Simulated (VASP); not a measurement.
# As3P (R3) in VASP: a series of runs

Runs on As3P. Level: PBE. Tasks: single point, relaxation of cell and atoms.

All numbers are computed with VASP 6.6.1; they aren't measurements. Logs are shortened: lines on timing, memory, paths and dates and some standing lists are left out, and cuts for length are marked.

**1. The cell of the first run**

It takes space group R3 (No. 146, trigonal). The conventional cell has a = 7.928 Å, b = 7.928 Å, c = 5.134 Å, α = 90.00°, β = 90.00°, γ = 120.00°. As (site symmetry 1) has 2 P at 2.39 to 3.41 Å and 4 As at 2.53 to 3.25 Å within 3.5 Å. P (site symmetry 3) has 3 As at 2.39 Å within 3.2 Å.

The cell was built from a structure type or drawn by symmetry, and may not be a known phase.

**2. Single point, PBE**

The input, INCAR:

```
SYSTEM = As3P
  PREC = Accurate
  ENCUT = 520
  EDIFF = 1E-6
  ISMEAR = 0
  SIGMA = 0.02
  LREAL = .FALSE.
  LASPH = .TRUE.
  NELM = 80
  ALGO = Normal
  ISIF = 2
  LWAVE = .FALSE.
  LCHARG = .TRUE.
  GGA = PE
  LELF = .TRUE.
  LVHAR = .TRUE.
  NBANDS = 18
```

The input, KPOINTS:

```
Automatic mesh
0
G
  9 9 9
  0 0 0
```

The input, POSCAR:

```
As3P
1.0
    3.9640918207      2.2886694798      1.7112842559
   -3.9640918207      2.2886694798      1.7112842559
    0.0000000000     -4.5773389596      1.7112842559
As P
3 1
Direct
    0.7020659128      0.7680127185      0.1969884787
    0.1969884787      0.7020659128      0.7680127185
    0.7680127185      0.1969884787      0.7020659128
    0.0985603520      0.0985603520      0.0985603520
```

Potentials or basis: VASP PAW PBE potentials, release 64 (As, P).

Run with:

```sh
$ cat potpaw_PBE.64/As/POTCAR potpaw_PBE.64/P/POTCAR > POTCAR
$ mpirun -np 1 vasp_std > vasp.out
```

OUTCAR:

```text
SYSTEM = As3P
   PREC = Accurate
   ENCUT = 520
   EDIFF = 1E-6
   ISMEAR = 0
   LREAL = .FALSE.
   LASPH = .TRUE.
   NELM = 80
   ISIF = 2
   GGA = PE

 ion  position               nearest neighbor table
   1  0.702  0.768  0.197-   4 2.39   2 2.53   3 2.53
   2  0.197  0.702  0.768-   4 2.39   1 2.53   3 2.53
   3  0.768  0.197  0.702-   4 2.39   1 2.53   2 2.53
   4  0.099  0.099  0.099-   2 2.39   3 2.39   1 2.39

  LATTYP: Found a trigonal (rhomboedric) cell.
 ALAT       =     4.8867704832
 COS(alpha) =    -0.3160534340

  Lattice vectors:

 A1 = (   3.9640918207,   2.2886694798,   1.7112842559)
 A2 = (  -3.9640918207,   2.2886694798,   1.7112842559)
 A3 = (   0.0000000000,  -4.5773389596,   1.7112842559)

Analysis of symmetry for initial positions (statically):
=====================================================================
 Subroutine PRICEL returns:
 Original cell was already a primitive cell.

 Routine SETGRP: Setting up the symmetry group for a
 trigonal (rhombohedral) supercell.

 Subroutine GETGRP returns: Found  3 space group operations
 (whereof  3 operations were pure point group operations)
 out of a pool of 12 trial point group operations.

The static configuration has the point symmetry C_3 .

Analysis of symmetry for dynamics (positions and initial velocities):
=====================================================================
 Subroutine PRICEL returns:
 Original cell was already a primitive cell.

 Routine SETGRP: Setting up the symmetry group for a
 trigonal (rhombohedral) supercell.

 Subroutine GETGRP returns: Found  3 space group operations
 (whereof  3 operations were pure point group operations)
 out of a pool of 12 trial point group operations.

The dynamic configuration has the point symmetry C_3 .

 Subroutine INISYM returns: Found  3 space group operations
 (whereof  3 operations are pure point group operations),
 and found     1 'primitive' translations

----------------------------------------------------------------------------------------

                                     Primitive cell

  volume of cell :      93.1537

  direct lattice vectors                    reciprocal lattice vectors
     3.964091821  2.288669480  1.711284256     0.126132295  0.072822515  0.194785485
    -3.964091821  2.288669480  1.711284256    -0.126132295  0.072822515  0.194785485
     0.000000000 -4.577338960  1.711284256     0.000000000 -0.145645029  0.194785485

  length of vectors
     4.886770483  4.886770483  4.886770483     0.243215665  0.243215665  0.243215665

  position of ions in fractional coordinates (direct lattice)
     0.702065913  0.768012719  0.196988479
     0.196988479  0.702065913  0.768012719
     0.768012719  0.196988479  0.702065913
     0.098560352  0.098560352  0.098560352

  ion indices of the primitive-cell ions
   primitive index   ion index
                 1           1
                 2           2
                 3           3
                 4           4

----------------------------------------------------------------------------------------

 KPOINTS: Automatic mesh

Automatic generation of k-mesh.
 Grid dimensions read from file:
 generate k-points for:    9    9    9

 Generating k-lattice:

  Cartesian coordinates                     Fractional coordinates (reciprocal lattice)
     0.014014699  0.008091391  0.021642832     0.111111111  0.000000000  0.000000000
    -0.014014699  0.008091391  0.021642832     0.000000000  0.111111111  0.000000000
     0.000000000 -0.016182781  0.021642832     0.000000000  0.000000000  0.111111111

  Length of vectors
     0.027023963  0.027023963  0.027023963

  Shift w.r.t. Gamma in fractional coordinates (k-lattice)
     0.000000000  0.000000000  0.000000000

 Subroutine IBZKPT returns following result:
 ===========================================

 Found    125 irreducible k-points:

 Following reciprocal coordinates:
            Coordinates               Weight
  0.000000  0.000000  0.000000      1.000000
  0.111111  0.000000  0.000000      6.000000
  0.222222 -0.000000  0.000000      6.000000
  0.333333 -0.000000 -0.000000      6.000000
  0.444444 -0.000000  0.000000      6.000000
  0.111111  0.111111  0.000000      6.000000
[... 16 lines left out ...]
  0.444444  0.222222  0.000000      6.000000
 -0.444444  0.000000 -0.222222      6.000000
 [... further k-points ...]
   k-points           NKPTS =    125   k-points in BZ     NKDIM =    125   number of bands    NBANDS=     18
   number of dos      NEDOS =    301   number of ions     NIONS =      4
   total plane-waves  NPLWV =  46656
   dimension x,y,z NGX =    36 NGY =   36 NGZ =   36
   dimension x,y,z NGXF=    72 NGYF=   72 NGZF=   72
   ions per type =               3   1
   NGX,Y,Z   is equivalent  to a cutoff of  12.25, 12.25, 12.25 a.u.
   NGXF,Y,Z  is equivalent  to a cutoff of  24.49, 24.49, 24.49 a.u.
 SYSTEM =  As3P
   PREC   = accura    normal or accurate (medium, high low for compatibility)
   ISTART =      0    job   : 0-new  1-cont  2-samecut
   ICHARG =      2    charge: 1-file 2-atom 10-const
   ISPIN  =      1    spin polarized calculation?
   LNONCOLLINEAR =      F non collinear calculations
   LSORBIT =      F    spin-orbit coupling
   LASPH  =      T    aspherical Exc in radial PAW
   ENCUT  =  520.0 eV  38.22 Ry    6.18 a.u.   9.09  9.09  9.09*2*pi/ulx,y,z
   NELM   =     80;   NELMIN=  2; NELMDL= -5     # of ELM steps
   EDIFF  = 0.1E-05   stopping-criterion for ELM
   LREAL  =      F    real-space projection
   EDIFFG = 0.1E-04   stopping-criterion for IOM
   NSW    =      0    number of steps for IOM
   IBRION =     -1    ionic relax: 0-MD 1-quasi-New 2-CG
   NFREE  =      0    steps in history (QN), initial steepest desc. (CG)
   ISIF   =      2    stress and relaxation
   ISYM   =      2    0-nonsym 1-usesym 2-fastsym
   POTIM  = 0.5000    time-step for ionic-motion
   TEBEG  =    0.0;   TEEND  =   0.0 temperature during run
   PSTRESS=    0.0 pullay stress
   NELECT =      20.0000    total number of electrons
   NUPDOWN=      -1.0000    fix difference up-down
   EMIN   =  10.00;   EMAX   =-10.00  energy-range for DOS
   EFERMI =   0.00;   METHOD = LEGACY
   ISMEAR =     0;   SIGMA  =   0.02  broadening in eV -4-tet -1-fermi 0-gaus
   EFERMI_NEDOS =   21; number of points for ismear=-14 and -15
   IALGO  =     38    algorithm
   IMIX   =      4    mixing-type and parameters
     AMIX     =   0.40;   BMIX     =  1.00
     AMIX_MAG =   1.60;   BMIX_MAG =  1.00
  volume/ion in A,a.u.               =      23.29       157.16
  Fermi-wavevector in a.u.,A,eV,Ry     =   0.980283  1.852466 13.074581  0.960955
  Thomas-Fermi vector in A             =   2.111201
   LORBIT       =      0    0 simple, 1 ext, 2 COOP (PROOUT), +10 PAW based schemes
   GGA     = PE    functional components
   LHFCALC =     F    Hartree Fock is set to
   AEXX    =    0.0000 exact exchange contribution
   IVDW    =     0    specifies the selected vdW correction
   LEPSILON=     F    determine dielectric tensor
   LRPA    =     F    only Hartree local field effects (RPA)
 non-spin polarized calculation
 Gauss-broadening in eV      SIGMA  =   0.02
  energy-cutoff  :      520.00
  volume of cell :       93.15
 maximum number of plane-waves:      2544
   NGX = 19   NGY = 19   NGZ = 19

 number of electron      20.0000000 magnetization

 Free energy of the ion-electron system (eV)
  ---------------------------------------------------
  ext. energy  EPLUGINS =         0.00000000
  ---------------------------------------------------
  free energy    TOTEN  =       -19.15920425 eV

  energy without entropy =      -19.15920425  energy(sigma->0) =      -19.15920425

 E-fermi :   4.0645     XC(G=0):  -9.3792

 val. band max:        3.9599281420   @ k =  -0.3333   0.3333   0.3333
 cond. band min:       4.9643466711   @ k =   0.2222   0.2222   0.2222
 fundamental gap:      1.0044185291
 Fermi energy:         4.0645086139

 k-point     1 :       0.0000    0.0000    0.0000
  band No.  band energies     occupation
      1     -10.0681      2.00000
      2      -4.9967      2.00000
      3      -4.9967      2.00000
      4      -4.3646      2.00000
      5       0.0288      2.00000
      6       0.0288      2.00000
[... 10 lines left out ...]
     17      11.7316      0.00000
     18      11.7332      0.00000

 k-point     2 :       0.1111    0.0000    0.0000
  band No.  band energies     occupation
      1      -9.9904      2.00000
      2      -5.5652      2.00000
      3      -4.8205      2.00000
      4      -4.2400      2.00000
      5      -0.0047      2.00000
      6       0.0996      2.00000
[... 10 lines left out ...]
     17      11.0063      0.00000
     18      11.5003      0.00000

 k-point     3 :       0.2222   -0.0000    0.0000
  band No.  band energies     occupation
      1      -9.7642      2.00000
      2      -6.2829      2.00000
      3      -4.9615      2.00000
      4      -4.0764      2.00000
      5      -0.0524      2.00000
      6       0.0421      2.00000
[... 10 lines left out ...]
     17      10.1493      0.00000
     18      10.7321      0.00000

 k-point     4 :       0.3333   -0.0000   -0.0000
  band No.  band energies     occupation
      1      -9.4195      2.00000
      2      -7.0056      2.00000
      3      -5.1444      2.00000
      4      -4.0238      2.00000
      5      -0.2289      2.00000
      6      -0.0208      2.00000
[... 375 lines left out ...]
      4      -3.9787      2.00000
      5      -0.3192      2.00000
      6       0.7495      2.00000
[... 10 lines left out ...]
     17      10.4748      0.00000
     18      11.8831      0.00000

 k-point    23 :       0.4444    0.2222    0.0000
  band No.  band energies     occupation
      1      -8.8282      2.00000
      2      -7.7040      2.00000
      3      -5.7294      2.00000
      4      -3.9090      2.00000
      5      -0.3940      2.00000
      6       0.8272      2.00000
[... 10 lines left out ...]
     17      10.3891      0.00000
     18      11.9298      0.00000

 k-point    24 :      -0.4444    0.0000   -0.2222
  band No.  band energies     occupation
      1      -8.8285      2.00000
      2      -7.7029      2.00000
      3      -5.7320      2.00000
      4      -3.9058      2.00000
      5      -0.3800      2.00000
      6       0.7812      2.00000
[... 10 lines left out ...]
     17      10.5412      0.00000
     18      11.6293      0.00000

 [... further k-points ...]

------------------------ aborting loop because EDIFF is reached ----------------------------------------

  FORCE on cell =-STRESS in cart. coord.  units (eV):
  Direction    XX          YY          ZZ          XY          YZ          ZX
  --------------------------------------------------------------------------------------
  -------------------------------------------------------------------------------------
  Total        0.0745463      0.0745463      0.1066596      0.0000003      0.0000000      0.0000000
  in kB        1.2821429      1.2821429      1.8344689      0.0000055      0.0000000      0.0000000
  external PRESSURE =       1.4662515 kB  Pullay stress =       0.0000000 kB

 VOLUME and BASIS-vectors are now :
 -----------------------------------------------------------------------------
  energy-cutoff  :      520.00
  volume of cell :       93.15
      direct lattice vectors                 reciprocal lattice vectors
     3.964091821  2.288669480  1.711284256     0.126132295  0.072822515  0.194785485
    -3.964091821  2.288669480  1.711284256    -0.126132295  0.072822515  0.194785485
     0.000000000 -4.577338960  1.711284256     0.000000000 -0.145645029  0.194785485

 POSITION                                       TOTAL-FORCE (eV/Angst)
 -----------------------------------------------------------------------------------
     -0.26142      2.46284      2.85283         0.036602     -0.008800     -0.005811
     -2.00217     -1.45782      2.85283        -0.010680      0.036098     -0.005811
      2.26359     -1.00502      2.85283        -0.025922     -0.027298     -0.005811
      0.00000      0.00000      0.50599         0.000000     -0.000000      0.017432
 -----------------------------------------------------------------------------------
    total drift:                                0.000000     -0.000000     -0.000739

  FREE ENERGIE OF THE ION-ELECTRON SYSTEM (eV)
  ---------------------------------------------------
  free  energy   TOTEN  =       -19.1592042530 eV

  energy  without entropy=      -19.1592042530  energy(sigma->0) =      -19.15920425
```

It took 5.4 min on 1 thread of Oxide Virtual Turin-like, shared host; peak memory 0.29 GiB.

What came out:

- Free energy: -19.1592 eV
- Pressure: 0.1 GPa
- Largest force: 0.038 eV/Å
- Band gap on the k mesh: 1.00 eV (least direct gap 1.42 eV)

Forces in eV/Å, atoms in the order of the input:
```
As   0.037 -0.009 -0.006
As  -0.011  0.036 -0.006
As  -0.026 -0.027 -0.006
P    0.000  0.000  0.017
```

Caveat: an odd mesh through Γ misses points on the zone boundary, where band edges can lie.

**3. Relaxation of cell and atoms, PBE**

This run uses another cell than the first one, of 23.23 Å³/atom.

The input, INCAR:

```
PREC = Accurate ; ENCUT = 600
EDIFF = 1E-6 ; ISMEAR = 0
SIGMA = 0.02 ; LREAL = False
LASPH = True ; NELM = 60
ALGO = Normal ; ISIF = 3
LWAVE = False ; LCHARG = False
GGA = PE ; IBRION = 2
NSW = 100 ; EDIFFG = -0.01
```

The input, KPOINTS:

```
regular mesh
0
Gamma
  9 9 9
```

The input, POSCAR:

```
As3P
1.0
    3.9835342958      2.2998945980      1.6902858861
   -3.9835342958      2.2998945980      1.6902858861
    0.0000000000     -4.5997891960      1.6902858861
As P
3 1
Direct
    0.6997663530      0.7669984283      0.1961745708
    0.1961745708      0.6997663530      0.7669984283
    0.7669984283      0.1961745708      0.6997663530
    0.1026881099      0.1026881099      0.1026881099
```

Potentials or basis: VASP PAW PBE potentials, release 64 (As, P).

Run with:

```sh
$ cat potpaw_PBE.64/As/POTCAR potpaw_PBE.64/P/POTCAR > POTCAR
$ mpirun -np 1 vasp_std > vasp.out
```

Run time: 28 min. Hardware: 1 thread of Oxide Virtual Turin-like, shared host; peak memory 0.35 GiB.

The run converged. Its results:

| Quantity | Value |
| --- | --- |
| Free energy | -19.1596 eV |
| Relaxed volume | 23.32 Å³/atom |
| Relaxed cell | a = 4.886 Å, b = 4.886 Å, c = 4.886 Å, α = 108.37°, β = 108.37°, γ = 108.37° |
| Space group after relaxing (to 0.1 Å) | R3 (No. 146) |
| Energy gained by relaxing | 1.6 meV/atom |
| Ionic steps | 15 |
| Pressure after relaxing | 0.0 GPa |
| Largest force after relaxing | 0.009 eV/Å |
| Band gap on the k mesh | 0.99 eV (least direct gap 1.41 eV) |

Forces on the atoms (eV/Å):
```
As   0.008 -0.005 -0.003
As   0.000  0.009 -0.003
As  -0.008 -0.004 -0.003
P    0.000  0.000  0.008
```

The path:
```csv
step,energy change (eV),largest force (eV/Å),pressure (GPa),volume (Å³)
1,0.0000,0.1876,0.02,92.92
2,-0.0051,0.0651,0.06,92.96
3,-0.0060,0.0153,0.10,92.99
4,-0.0060,0.0185,0.10,92.99
5,-0.0061,0.0182,-0.07,93.22
6,-0.0061,0.0185,-0.06,93.23
7,-0.0063,0.0155,-0.01,93.20
8,-0.0063,0.0168,0.02,93.18
9,-0.0063,0.0163,0.00,93.21
10,-0.0065,0.0141,-0.04,93.30
11,-0.0065,0.0109,-0.12,93.48
12,-0.0065,0.0121,-0.08,93.39
13,-0.0066,0.0106,-0.02,93.32
14,-0.0066,0.0128,0.01,93.28
15,-0.0066,0.0095,0.00,93.27
```

Final structure:
```cif
data_structure
_symmetry_space_group_name_H-M 'P 1'
_symmetry_Int_Tables_number 1
_cell_length_a 4.8861
_cell_length_b 4.8861
_cell_length_c 4.8861
_cell_angle_alpha 108.373
_cell_angle_beta 108.373
_cell_angle_gamma 108.373
_cell_volume 93.27
loop_
_atom_site_label
_atom_site_type_symbol
_atom_site_fract_x
_atom_site_fract_y
_atom_site_fract_z
_atom_site_occupancy
As1 As 0.70230 0.76770 0.19734 1
As2 As 0.19734 0.70230 0.76770 1
As3 As 0.76770 0.19734 0.70230 1
P1 P 0.09828 0.09828 0.09828 1
```

Levels at points of the mesh, in eV from the valence-band top:
```tsv
k point	band 6	band 7	band 8	band 9	band 10	band 11	band 12	band 13	band 14
(0.00, 0.00, 0.00)	-3.92	-2.92	-2.92	-2.88	-2.31	1.71	1.97	1.97	5.73
```

Caveat: an odd mesh through Γ misses points on the zone boundary, where band edges can lie.
